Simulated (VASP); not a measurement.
# CdS (P6_3mc) in VASP: further runs, part 2 of 2

VASP 6.6.1. The steps go on from the part before.

### 4 Single point, PBEsol (strained cell)

The input, INCAR:

```
PREC = Accurate
ENCUT = 520
EDIFF = 1E-6
ISMEAR = 0
SIGMA = 0.02
LREAL = F
LASPH = T
NELM = 80
ALGO = Normal
ISIF = 2
LWAVE = F
LCHARG = T
GGA = PS
LELF = T
LVHAR = T
NBANDS = 26
```

The input, KPOINTS:

```
Automatic mesh
0
Gamma
  6 6 4
```

The input, POSCAR:

```
CdS
1.0
    4.1662911592      0.0000000000      0.0000000000
   -2.0831455796      3.6081139834      0.0000000000
    0.0000000000      0.0000000000      6.6678588815
Cd S
2 2
Direct
    0.3333333333      0.6666666667     -0.0016379284
    0.6666666667      0.3333333333      0.4983620716
    0.3333333333      0.6666666667      0.3786379284
    0.6666666667      0.3333333333      0.8786379284
```

Potentials or basis: VASP PAW PBE potentials, release 64 (Cd, S).

The run is started by

```console
> cat potpaw_PBE.64/Cd/POTCAR potpaw_PBE.64/S/POTCAR > POTCAR
> mpirun -np 1 vasp_std > vasp.out
```

OUTCAR:

```text
PREC = Accurate
   ENCUT = 520
   EDIFF = 1E-6
   ISMEAR = 0
   LREAL = F
   LASPH = T
   NELM = 80
   ISIF = 2
   GGA = PS

 ion  position               nearest neighbor table
   1  0.333  0.667  0.998-   4 2.53   4 2.53   4 2.53   3 2.54
   2  0.667  0.333  0.498-   3 2.53   3 2.53   3 2.53   4 2.54
   3  0.333  0.667  0.379-   2 2.53   2 2.53   2 2.53   1 2.54
   4  0.667  0.333  0.879-   1 2.53   1 2.53   1 2.53   2 2.54

  LATTYP: Found a hexagonal cell.
 ALAT       =     4.1662911592
 C/A-ratio  =     1.6004303652

  Lattice vectors:

 A1 = (   4.1662911592,   0.0000000000,   0.0000000000)
 A2 = (  -2.0831455796,   3.6081139834,   0.0000000000)
 A3 = (   0.0000000000,   0.0000000000,   6.6678588815)

Analysis of symmetry for initial positions (statically):
=====================================================================
 Subroutine PRICEL returns:
 Original cell was already a primitive cell.

 Routine SETGRP: Setting up the symmetry group for a
 hexagonal supercell.

 Subroutine GETGRP returns: Found 12 space group operations
 (whereof  6 operations were pure point group operations)
 out of a pool of 24 trial point group operations.

The static configuration has the point symmetry C_3v.
 The point group associated with its full space group is C_6v.

Analysis of symmetry for dynamics (positions and initial velocities):
=====================================================================
 Subroutine PRICEL returns:
 Original cell was already a primitive cell.

 Routine SETGRP: Setting up the symmetry group for a
 hexagonal supercell.

 Subroutine GETGRP returns: Found 12 space group operations
 (whereof  6 operations were pure point group operations)
 out of a pool of 24 trial point group operations.

The dynamic configuration has the point symmetry C_3v.
 The point group associated with its full space group is C_6v.
[... 115 lines left out ...]
   EFERMI_NEDOS =   21; number of points for ismear=-14 and -15
   IALGO  =     38    algorithm
   IMIX   =      4    mixing-type and parameters
     AMIX     =   0.40;   BMIX     =  1.00
     AMIX_MAG =   1.60;   BMIX_MAG =  1.00
  volume/ion in A,a.u.               =      25.06       169.10
  Fermi-wavevector in a.u.,A,eV,Ry     =   1.163689  2.199053 18.424628  1.354172
  Thomas-Fermi vector in A             =   2.300236
   LORBIT       =      0    0 simple, 1 ext, 2 COOP (PROOUT), +10 PAW based schemes
   GGA     = PS    functional components
   LHFCALC =     F    Hartree Fock is set to
   AEXX    =    0.0000 exact exchange contribution
   IVDW    =     0    specifies the selected vdW correction
   LEPSILON=     F    determine dielectric tensor
   LRPA    =     F    only Hartree local field effects (RPA)
 non-spin polarized calculation
 Gauss-broadening in eV      SIGMA  =   0.02
  energy-cutoff  :      520.00
  volume of cell :      100.23
 maximum number of plane-waves:      2724
 NGX is ok and might be reduce to    32
   NGX = 15   NGY = 15   NGZ = 25

 number of electron      36.0000004 magnetization

 Free energy of the ion-electron system (eV)
  ---------------------------------------------------
  ext. energy  EPLUGINS =         0.00000000
  ---------------------------------------------------
  free energy    TOTEN  =       -13.62739617 eV

  energy without entropy =      -13.62739617  energy(sigma->0) =      -13.62739617

 E-fermi :   1.2298     XC(G=0):  -9.3214

 val. band max:        1.1098989821   @ k =   0.0000   0.0000   0.0000
 cond. band min:       2.1970904696   @ k =   0.0000   0.0000   0.0000
 fundamental gap:      1.0871914875
 Fermi energy:         1.2298364609

 k-point     1 :       0.0000    0.0000    0.0000
  band No.  band energies     occupation
      1     -11.1999      2.00000
      2     -10.7538      2.00000
      3      -6.5410      2.00000
      4      -6.5410      2.00000
      5      -6.5365      2.00000
      6      -6.4588      2.00000
[... 598 lines left out ...]
     25      10.3462      0.00000
     26      10.3463      0.00000

------------------------ aborting loop because EDIFF is reached ----------------------------------------

  FORCE on cell =-STRESS in cart. coord.  units (eV):
  Direction    XX          YY          ZZ          XY          YZ          ZX
  --------------------------------------------------------------------------------------
  -------------------------------------------------------------------------------------
  Total       -0.4593118     -0.4593118      0.0433280      0.0000000      0.0000000      0.0000000
  in kB       -7.3417900     -7.3417900      0.6925683      0.0000000      0.0000000      0.0000000
  external PRESSURE =      -4.6636706 kB  Pullay stress =       0.0000000 kB

 VOLUME and BASIS-vectors are now :
 -----------------------------------------------------------------------------
  energy-cutoff  :      520.00
  volume of cell :      100.23
      direct lattice vectors                 reciprocal lattice vectors
     4.166291159  0.000000000  0.000000000     0.240021631  0.138576553  0.000000000
    -2.083145580  3.608113983  0.000000000     0.000000000  0.277153107  0.000000000
     0.000000000  0.000000000  6.667858881     0.000000000  0.000000000  0.149973180

 POSITION                                       TOTAL-FORCE (eV/Angst)
 -----------------------------------------------------------------------------------
     -0.00000      2.40541      6.65694         0.000000     -0.000000     -0.002401
      2.08315      1.20270      3.32301        -0.000000      0.000000     -0.002401
     -0.00000      2.40541      2.52470         0.000000     -0.000000      0.002401
      2.08315      1.20270      5.85863        -0.000000      0.000000      0.002401
 -----------------------------------------------------------------------------------
    total drift:                               -0.000000     -0.000000      0.000329

  FREE ENERGIE OF THE ION-ELECTRON SYSTEM (eV)
  ---------------------------------------------------
  free  energy   TOTEN  =       -13.6273961705 eV

  energy  without entropy=      -13.6273961705  energy(sigma->0) =      -13.62739617
```

Run time: 23 s. Hardware: 1 thread of Intel Xeon 6975P-C (Granite Rapids), shared host; peak memory 0.23 GiB.

What came out:

- Free energy: -13.6274 eV
- Pressure: -0.5 GPa
- Band gap on the k mesh: 1.09 eV

Forces on the atoms (eV/Å):
```
Cd   0.000  0.000 -0.002
Cd   0.000  0.000 -0.002
S    0.000  0.000  0.002
S    0.000  0.000  0.002
```

Stress tensor (GPa, compression positive):
```
-0.73  0.00  0.00
 0.00 -0.73  0.00
 0.00  0.00  0.07
```

Levels at points of the mesh, in eV from the valence-band top:
```csv
k point,band 15,band 16,band 17,band 18,band 19,band 20,band 21,band 22
"(0.00, 0.00, 0.00)",-0.78,0.00,0.00,0.00,1.09,2.56,6.32,6.32
"(0.50, 0.00, 0.00)",-2.63,-1.91,-1.27,-0.77,3.64,3.70,5.06,6.38
"(0.00, 0.00, 0.50)",-0.41,-0.41,-0.41,-0.41,2.71,2.71,6.11,6.11
"(0.50, 0.00, 0.50)",-1.37,-1.37,-1.26,-1.26,3.40,3.40,5.27,5.27
```

Caveat: the cell differs from its parent crystal (strained cell); the PAW data sets were made with another functional, which shifts forces and pressure a little.

### 5 Overview

```csv
cell,smearing,gap on the mesh (eV),pressure (GPa)
"a = 4.166, b = 4.166, c = 6.644 Å, angles 90.0, 90.0, 120.0°, 4 atoms",gaussian 0.02 eV,1.09,-0.3
"a = 4.166, b = 4.166, c = 6.644 Å, angles 90.0, 90.0, 120.0°, 4 atoms",gaussian 0.01 eV,1.09,-0.3
"a = 4.166, b = 4.166, c = 6.668 Å, angles 90.0, 90.0, 120.0°, 4 atoms",gaussian 0.02 eV,1.09,-0.5
```

Alike in all rows: task single point; level PBEsol; potentials or basis VASP PAW PBE potentials, release 64 (Cd, S); no spin polarisation; k mesh 6 × 6 × 4; cutoff (eV) 520.

Caveats: the PAW data sets were made with another functional, which shifts forces and pressure a little.

Absolute energies hang on the potentials; compare differences alone.
